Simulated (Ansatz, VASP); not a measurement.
# PbSe: VASP beside Ansatz

Contents of INCAR:

```
SYSTEM = PbSe
ALGO     = Normal         ! electronic algorithm
EDIFF    = 1E-6           ! SCF threshold, eV
ENCUT    = 500            ! plane-wave cutoff, eV
GGA      = PS             ! functional
GGA_COMPAT= .FALSE.      
ISIF     = 2              ! what is computed and relaxed
ISMEAR   = -1             ! smearing method
LASPH    = .TRUE.         ! aspherical terms in the spheres
LCHARG   = .FALSE.        ! write CHGCAR
LREAL    = .FALSE.        ! projectors in reciprocal space
LWAVE    = .FALSE.        ! write WAVECAR
NBANDS   = 17             ! bands
NELM     = 120            ! most SCF steps
PREC     = Accurate       ! precision mode
SIGMA    = 0.01           ! smearing width, eV
```

Contents of KPOINTS:

```
k-points
0
G
  9 9 9
  0 0 0
```

The input POSCAR:

```
PbSe
1.0
    0.0000000000      3.0415980385      3.0415980385
    3.0415980385      0.0000000000      3.0415980385
    3.0415980385      3.0415980385      0.0000000000
Pb Se
1 1
Direct
    0.0000000000      0.0000000000      0.0000000000
    0.5000000000      0.5000000000      0.5000000000
```

Input for Ansatz:

```yaml
crystal:
  lattice:
    - [0.0, 3.0415980385, 3.0415980385]
    - [3.0415980385, 0.0, 3.0415980385]
    - [3.0415980385, 3.0415980385, 0.0]
  atoms:
    - { symbol: Pb, position: [0.0, 0.0, 0.0] }
    - { symbol: Se, position: [0.5, 0.5, 0.5] }
kpoints:
  mp_grid: { grid: [9, 9, 9] }
scf:
  occupations: { method: fermi_dirac, width: 0.01 }
hamiltonian:
  xc: pbesol
  pseudopotentials: { kind: all_electron, lapw: { basis_error: 0.00025 } }
output:
  forces: true
  stress: true
  eigenvalues: true
```

Change from the starting cell: volume scaled by 0.98.

Alike in both runs: task single point; functional PBEsol; k mesh 9 × 9 × 9; occupations fermi-dirac, width 0.01 eV; no spin polarisation.

|  | VASP | Ansatz |
| --- | --- | --- |
| version | VASP 6.6.1 | Ansatz 0.2.0 |
| potentials or method | VASP PAW PBE potentials, release 64 (Pb_d, Se), cutoff 500 eV | all-electron LAPW, scalar-relativistic |

|  | VASP | Ansatz | Ansatz less VASP |
| --- | --- | --- | --- |
| pressure (GPa) | 0.5 | 0.5 | +0.01 |

VASP's potentials were made for PBE, not for PBEsol. Ansatz ran all-electron here, and VASP with PAW potentials.

Neither program's run includes spin-orbit coupling.
